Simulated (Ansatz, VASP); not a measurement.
One calculation of CsTl, two programs

```xyz
2
Lattice="4.6165 0.0000 0.0000 0.0000 4.6165 0.0000 0.0000 0.0000 4.6165" Properties=species:S:1:pos:R:3 pbc="T T T"
Cs    2.3082    2.3082    2.3082
Tl    0.0000    0.0000    0.0000
```

Alike in both runs: task single point; functional PBE; k mesh 12 × 12 × 12; occupations gaussian, width 0.1 eV; no spin polarisation.

```csv
,VASP,Ansatz
version,VASP 6.6.1,Ansatz 0.2.0
potentials or method,"VASP PAW PBE potentials, release 64 (Cs_sv, Tl_d), cutoff 520 eV","scalar-relativistic, plane waves, PAW"
valence electrons in the cell,22,22
```

|  | VASP | Ansatz | Ansatz less VASP |
| --- | --- | --- | --- |
| gap on the k mesh at the Fermi level (eV) | none | none | - |
| pressure (GPa) | 0.2 | 0.2 | +0.01 |

A gap of «none» marks a metal or a gap that the smearing closes.

Neither program's run includes spin-orbit coupling.
